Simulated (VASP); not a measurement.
# Ru (P6_3/mmc) in VASP: a series of runs

The runs below take Ru through single point, with PBEsol.

Everything below comes from runs of VASP 6.6.1. Logs are shortened: lines on timing, memory, paths and dates and some standing lists are left out, and cuts for length are marked.

### 1 The cell of the first run

It takes space group P6_3/mmc (No. 194, hexagonal). Conventional cell: a = 2.724 Å, b = 2.724 Å, c = 4.310 Å, α = 90.00°, β = 90.00°, γ = 120.00°. Within 3.5 Å of Ru (site symmetry -6m2) lie 12 Ru at 2.67 to 2.72 Å.

### 2 Single point, PBEsol (13.85 Å³/atom)

File INCAR:

```
SYSTEM = Ru
PREC     = Accurate       ! precision mode
ENCUT    = 520            ! plane-wave cutoff, eV
EDIFF    = 1E-7           ! SCF threshold, eV
ISMEAR   = -1             ! smearing method
SIGMA    = 0.03           ! smearing width, eV
LREAL    = .False.        ! projectors in reciprocal space
LASPH    = .True.         ! aspherical terms in the spheres
NELM     = 80             ! most SCF steps
ALGO     = Normal         ! electronic algorithm
ISIF     = 2              ! what is computed and relaxed
LWAVE    = .False.        ! write WAVECAR
LCHARG   = .False.        ! write CHGCAR
GGA      = PS             ! functional
NBANDS   = 21             ! bands
```

File KPOINTS:

```
regular mesh
0
Gamma
  14 14 8
  0 0 0
```

File POSCAR:

```
Ru
1.0
    2.7237190573      0.0000000000      0.0000000000
   -1.3618595287      2.3588098964      0.0000000000
    0.0000000000      0.0000000000      4.3102577801
Ru
2
Direct
    0.3333333333      0.6666666667      0.2500000000
    0.6666666667      0.3333333333      0.7500000000
```

Potentials or basis: VASP PAW PBE potentials, release 64 (Ru_pv).

Command:

```bash
> cat potpaw_PBE.64/Ru_pv/POTCAR > POTCAR
> mpirun -np 1 vasp_std > vasp.out
```

OUTCAR:

```text
SYSTEM = Ru
   PREC = Accurate
   ENCUT = 520
   EDIFF = 1E-7
   ISMEAR = -1
   LREAL = .False.
   LASPH = .True.
   NELM = 80
   ISIF = 2
   GGA = PS

 ion  position               nearest neighbor table
   1  0.333  0.667  0.250-   2 2.67   2 2.67   2 2.67   2 2.67   2 2.67   2 2.67
   2  0.667  0.333  0.750-   1 2.67   1 2.67   1 2.67   1 2.67   1 2.67   1 2.67

  LATTYP: Found a hexagonal cell.
 ALAT       =     2.7237190573
 C/A-ratio  =     1.5824898565

  Lattice vectors:

 A1 = (   2.7237190573,   0.0000000000,   0.0000000000)
 A2 = (  -1.3618595287,   2.3588098964,   0.0000000000)
 A3 = (   0.0000000000,   0.0000000000,   4.3102577801)

Analysis of symmetry for initial positions (statically):
=====================================================================
 Subroutine PRICEL returns:
 Original cell was already a primitive cell.

 Routine SETGRP: Setting up the symmetry group for a
 hexagonal supercell.

 Subroutine GETGRP returns: Found 24 space group operations
 (whereof 12 operations were pure point group operations)
 out of a pool of 24 trial point group operations.

The static configuration has the point symmetry D_3d.
 The point group associated with its full space group is D_6h.

Analysis of symmetry for dynamics (positions and initial velocities):
=====================================================================
 Subroutine PRICEL returns:
 Original cell was already a primitive cell.

 Routine SETGRP: Setting up the symmetry group for a
 hexagonal supercell.

 Subroutine GETGRP returns: Found 24 space group operations
 (whereof 12 operations were pure point group operations)
 out of a pool of 24 trial point group operations.

The dynamic configuration has the point symmetry D_3d.
 The point group associated with its full space group is D_6h.

 Subroutine INISYM returns: Found 24 space group operations
 (whereof 12 operations are pure point group operations),
 and found     1 'primitive' translations

----------------------------------------------------------------------------------------

                                     Primitive cell

  volume of cell :      27.6923

  direct lattice vectors                    reciprocal lattice vectors
     2.723719057  0.000000000  0.000000000     0.367145061  0.211971300  0.000000000
    -1.361859529  2.358809896  0.000000000     0.000000000  0.423942600  0.000000000
     0.000000000  0.000000000  4.310257780     0.000000000  0.000000000  0.232004685

  length of vectors
     2.723719057  2.723719057  4.310257780     0.423942600  0.423942600  0.232004685

[... 78 lines left out ...]
   ENCUT  =  520.0 eV  38.22 Ry    6.18 a.u.   5.06  5.06  8.01*2*pi/ulx,y,z
   NELM   =     80;   NELMIN=  2; NELMDL= -5     # of ELM steps
   EDIFF  = 0.1E-06   stopping-criterion for ELM
   LREAL  =      F    real-space projection
   EDIFFG = 0.1E-05   stopping-criterion for IOM
   NSW    =      0    number of steps for IOM
   IBRION =     -1    ionic relax: 0-MD 1-quasi-New 2-CG
   NFREE  =      0    steps in history (QN), initial steepest desc. (CG)
   ISIF   =      2    stress and relaxation
   ISYM   =      2    0-nonsym 1-usesym 2-fastsym
   POTIM  = 0.5000    time-step for ionic-motion
   TEBEG  =    0.0;   TEEND  =   0.0 temperature during run
   PSTRESS=    0.0 pullay stress
   NELECT =      28.0000    total number of electrons
   NUPDOWN=      -1.0000    fix difference up-down
   EMIN   =  10.00;   EMAX   =-10.00  energy-range for DOS
   EFERMI =   0.00;   METHOD = LEGACY
   ISMEAR =    -1;   SIGMA  =   0.03  broadening in eV -4-tet -1-fermi 0-gaus
   EFERMI_NEDOS =   21; number of points for ismear=-14 and -15
   IALGO  =     38    algorithm
   IMIX   =      4    mixing-type and parameters
     AMIX     =   0.40;   BMIX     =  1.00
     AMIX_MAG =   1.60;   BMIX_MAG =  1.00
  volume/ion in A,a.u.               =      13.85        93.44
  Fermi-wavevector in a.u.,A,eV,Ry     =   1.643140  3.105085 36.734511  2.699910
  Thomas-Fermi vector in A             =   2.733325
   LORBIT       =      0    0 simple, 1 ext, 2 COOP (PROOUT), +10 PAW based schemes
   GGA     = PS    functional components
   LHFCALC =     F    Hartree Fock is set to
   AEXX    =    0.0000 exact exchange contribution
   IVDW    =     0    specifies the selected vdW correction
   LEPSILON=     F    determine dielectric tensor
   LRPA    =     F    only Hartree local field effects (RPA)
 non-spin polarized calculation
  energy-cutoff  :      520.00
  volume of cell :       27.69
 maximum number of plane-waves:       764
   NGX = 11   NGY = 11   NGZ = 17

 number of electron      28.0000015 magnetization

 Free energy of the ion-electron system (eV)
  ---------------------------------------------------
  ext. energy  EPLUGINS =         0.00000000
  ---------------------------------------------------
  free energy    TOTEN  =       -20.29749419 eV

  energy without entropy =      -20.29043224  energy(sigma->0) =      -20.29396322

 E-fermi :  12.3274     XC(G=0): -14.1597

 val. band max:       12.3142312821   @ k =   0.2857   0.1429   0.1250
 cond. band min:      12.3298755832   @ k =   0.0000   0.0000   0.3750
 fundamental gap:      0.0156443011
 Fermi energy:        12.3274367711

 k-point     1 :       0.0000    0.0000    0.0000
  band No.  band energies     occupation
      1     -31.1901      2.00000
      2     -30.3036      2.00000
      3     -30.3036      2.00000
      4     -30.1427      2.00000
      5     -30.1427      2.00000
      6     -30.1122      2.00000
[... 565 lines left out ...]
     20      22.6431      0.00000
     21      22.6435      0.00000

 [... further k-points ...]

------------------------ aborting loop because EDIFF is reached ----------------------------------------

  FORCE on cell =-STRESS in cart. coord.  units (eV):
  Direction    XX          YY          ZZ          XY          YZ          ZX
  --------------------------------------------------------------------------------------
  -------------------------------------------------------------------------------------
  Total       -1.9994771     -1.9994771     -2.4027586      0.0000000     -0.0000000      0.0000000
  in kB     -115.6827272   -115.6827272   -139.0151806      0.0000000     -0.0000000      0.0000000
  external PRESSURE =    -123.4602116 kB  Pullay stress =       0.0000000 kB

 VOLUME and BASIS-vectors are now :
 -----------------------------------------------------------------------------
  energy-cutoff  :      520.00
  volume of cell :       27.69
      direct lattice vectors                 reciprocal lattice vectors
     2.723719057  0.000000000  0.000000000     0.367145061  0.211971300  0.000000000
    -1.361859529  2.358809896  0.000000000     0.000000000  0.423942600  0.000000000
     0.000000000  0.000000000  4.310257780     0.000000000  0.000000000  0.232004685

 POSITION                                       TOTAL-FORCE (eV/Angst)
 -----------------------------------------------------------------------------------
     -0.00000      1.57254      1.07756         0.000000     -0.000000      0.000000
      1.36186      0.78627      3.23269        -0.000000      0.000000      0.000000
 -----------------------------------------------------------------------------------
    total drift:                               -0.000000      0.000000     -0.000000

  FREE ENERGIE OF THE ION-ELECTRON SYSTEM (eV)
  ---------------------------------------------------
  free  energy   TOTEN  =       -20.2974941940 eV

  energy  without entropy=      -20.2904322395  energy(sigma->0) =      -20.29396322
```

OSZICAR:

```text
N       E                     dE             d eps       ncg     rms          rms(c)
DAV:   1     0.282964983863E+03    0.28296E+03   -0.17620E+04  5064   0.148E+03
DAV:   2    -0.161608828943E+02   -0.29913E+03   -0.28985E+03  5190   0.441E+02
DAV:   3    -0.219007812551E+02   -0.57399E+01   -0.57034E+01  5900   0.684E+01
DAV:   4    -0.219423988482E+02   -0.41618E-01   -0.41578E-01  6511   0.554E+00
DAV:   5    -0.219428705693E+02   -0.47172E-03   -0.46938E-03  5656   0.520E-01    0.185E+01
DAV:   6    -0.203857962113E+02    0.15571E+01   -0.35552E+00  5915   0.182E+01    0.436E+00
DAV:   7    -0.203080856058E+02    0.77711E-01   -0.60127E-01  5740   0.526E+00    0.832E-01
DAV:   8    -0.202994397817E+02    0.86458E-02   -0.17597E-02  5540   0.116E+00    0.448E-01
DAV:   9    -0.202974828060E+02    0.19570E-02   -0.18364E-03  5725   0.465E-01    0.353E-02
DAV:  10    -0.202974945209E+02   -0.11715E-04   -0.85885E-05  5750   0.936E-02    0.199E-02
DAV:  11    -0.202974941746E+02    0.34632E-06   -0.60747E-06  5675   0.231E-02    0.141E-03
DAV:  12    -0.202974941940E+02   -0.19393E-07   -0.30998E-07  5583   0.492E-03
   1 F= -.20297494E+02 E0= -.20293963E+02  d E =-.706195E-02
```

It took 67 s on 1 thread of Intel Xeon 8259CL, shared host; peak memory 0.18 GiB.

What came out:

```yaml
Free_energy: -20.2975 eV
Pressure: -12.3 GPa
Band_gap_on_the_k_mesh: zero (bands 14 and 15 overlap by 3.05 eV)
```

Caveat: the cell stands under tension; the PAW data sets were made with another functional, which shifts forces and pressure a little.

### 3 Single point, PBEsol (14.12 Å³/atom)

This run uses another cell than the first one, of 14.12 Å³/atom.

File INCAR:

```
  PREC = Accurate
  ENCUT = 520
  EDIFF = 1E-7
  ISMEAR = -1
  SIGMA = 0.03
  LREAL = F
  LASPH = T
  NELM = 100
  ALGO = Normal
  ISIF = 2
  LWAVE = F
  LCHARG = F
  GGA = PS
  NBANDS = 21
```

File KPOINTS:

```
regular mesh
0
Gamma
  14 14 8
```

File POSCAR:

```
Ru
1.0
    2.7414060403      0.0000000000      0.0000000000
   -1.3707030201      2.3741272730      0.0000000000
    0.0000000000      0.0000000000      4.3382472512
Ru
2
Direct
    0.3333333333      0.6666666667      0.2500000000
    0.6666666667      0.3333333333      0.7500000000
```

Potentials or basis: VASP PAW PBE potentials, release 64 (Ru_pv).

Command:

```bash
> cat potpaw_PBE.64/Ru_pv/POTCAR > POTCAR
> mpirun -np 1 vasp_std > vasp.out
```

It took 72 s on 1 thread of Intel Xeon 8259CL, shared host; peak memory 0.18 GiB.

The run converged. Its results:

| Property | Result |
| --- | --- |
| Free energy | -20.2469 eV |
| Pressure | -17.7 GPa |
| Band gap on the k mesh | zero (bands 14 and 15 overlap by 2.95 eV) |

Stress tensor (GPa, compression positive):
```
-16.80   0.00   0.00
  0.00 -16.80   0.00
  0.00   0.00 -19.38
```

Levels at points of the mesh, in eV from the Fermi level:
| k point | band 12 | band 13 | band 14 | band 15 | band 16 | band 17 |
| --- | --- | --- | --- | --- | --- | --- |
| (0.00, 0.00, 0.00) | -1.79 | -1.79 | -1.30 | -1.30 | 1.14 | 1.14 |
| (0.50, 0.00, 0.00) | -1.74 | -1.44 | 1.36 | 1.76 | 1.82 | 3.86 |
| (0.00, 0.00, 0.50) | -2.59 | -2.59 | -2.59 | 0.53 | 0.53 | 0.53 |
| (0.50, 0.00, 0.50) | -0.98 | 0.42 | 0.42 | 1.60 | 1.60 | 3.23 |

Caveat: the cell stands under tension; the PAW data sets were made with another functional, which shifts forces and pressure a little.

### 4 Single point, PBEsol (14.39 Å³/atom)

This run uses another cell than the first one, of 14.39 Å³/atom.

File INCAR:

```
PREC = Accurate
ENCUT = 520
EDIFF = 1E-6
ISMEAR = -1
SIGMA = 0.03
LREAL = F
LASPH = T
NELM = 80
ALGO = Normal
ISIF = 2
LWAVE = F
LCHARG = F
GGA = PS
NBANDS = 21
```

File KPOINTS:

```
Automatic mesh
0
Gamma
  14 14 8
```

File POSCAR:

```
Ru
1.0
    2.7588676960      0.0000000000      0.0000000000
   -1.3794338480      2.3892495105      0.0000000000
    0.0000000000      0.0000000000      4.3658801443
Ru
2
Direct
    0.3333333333      0.6666666667      0.2500000000
    0.6666666667      0.3333333333      0.7500000000
```

Command:

```bash
> cat potpaw_PBE.64/Ru_pv/POTCAR > POTCAR
> mpirun -np 1 vasp_std > vasp.out
```

It took 71 s on 1 thread of Intel Xeon 8259CL, shared host; peak memory 0.19 GiB.

The run converged. Its results:

```yaml
Free_energy: -20.1794 eV
Pressure: -22.3 GPa
Band_gap_on_the_k_mesh: zero (bands 14 and 15 overlap by 2.86 eV)
```

Stress tensor (GPa, compression positive):
```
-21.38   0.00   0.00
  0.00 -21.38   0.00
  0.00   0.00 -24.17
```

Levels at points of the mesh, in eV from the Fermi level:
| k point | band 10 | band 11 | band 12 | band 13 | band 14 | band 15 | band 16 | band 17 | band 18 | band 19 |
| --- | --- | --- | --- | --- | --- | --- | --- | --- | --- | --- |
| (0.00, 0.00, 0.00) | -2.36 | -2.21 | -1.74 | -1.74 | -1.26 | -1.26 | 1.11 | 1.11 | 1.20 | 9.58 |
| (0.50, 0.00, 0.00) | -2.75 | -1.92 | -1.71 | -1.40 | 1.32 | 1.70 | 1.76 | 3.77 | 5.70 | 10.33 |
| (0.00, 0.00, 0.50) | -2.54 | -2.52 | -2.52 | -2.52 | -2.52 | 0.51 | 0.51 | 0.51 | 0.51 | 10.36 |
| (0.50, 0.00, 0.50) | -4.15 | -0.95 | -0.95 | 0.41 | 0.41 | 1.55 | 1.55 | 3.17 | 3.17 | 9.84 |

Caveat: the cell stands under tension; the PAW data sets were made with another functional, which shifts forces and pressure a little.

### 5 Summary

```tsv
cell	gap on the mesh (eV)	pressure (GPa)
a = 2.724, b = 2.724, c = 4.310 Å, angles 90.0, 90.0, 120.0°, 2 atoms	none	-12.3
a = 2.741, b = 2.741, c = 4.338 Å, angles 90.0, 90.0, 120.0°, 2 atoms	none	-17.7
a = 2.759, b = 2.759, c = 4.366 Å, angles 90.0, 90.0, 120.0°, 2 atoms	none	-22.3
```

Alike in all rows: task single point; level PBEsol; potentials or basis VASP PAW PBE potentials, release 64 (Ru_pv); no spin polarisation; k mesh 14 × 14 × 8; cutoff (eV) 520; smearing fermi-dirac 0.03 eV.

Caveats: the cell stands under tension; the PAW data sets were made with another functional, which shifts forces and pressure a little.

Absolute energies hang on the potentials; compare differences alone.
